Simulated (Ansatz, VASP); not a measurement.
**Two plane-wave programs on Na2S**

```xyz
3
Lattice="0.0000 3.2554 3.2554 3.2554 0.0000 3.2554 3.2554 3.2554 0.0000" Properties=species:S:1:pos:R:3 pbc="T T T"
Na    1.6277    1.6277    1.6277
Na    4.8831    4.8831    4.8831
S     0.0000    0.0000    0.0000
```

Alike in both runs: task single point; functional PBEsol; dispersion D3(BJ); k mesh 6 × 6 × 6; no spin polarisation.

|  | VASP | Ansatz |
| --- | --- | --- |
| version | VASP 6.6.1 | Ansatz 0.2.0 |
| potentials or method | VASP PAW PBE potentials, release 64 (Na_pv, S) | plane waves |
| plane-wave cutoff (eV) | 500 | 420 |
| occupations | gaussian, width 0.01 eV | fixed |
| valence electrons in the cell | 20 | 24 |

|  | VASP | Ansatz | Ansatz less VASP |
| --- | --- | --- | --- |
| gap on the k mesh at the Fermi level (eV) | 2.41 | 2.41 | +0.004 |
| pressure (GPa) | -1.8 | -1.8 | -0.04 |

VASP's potentials were made for PBE, not for PBEsol. VASP's potentials hold 20 valence electrons a cell and Ansatz's 24, so a difference there can come from the potentials and not from the codes.
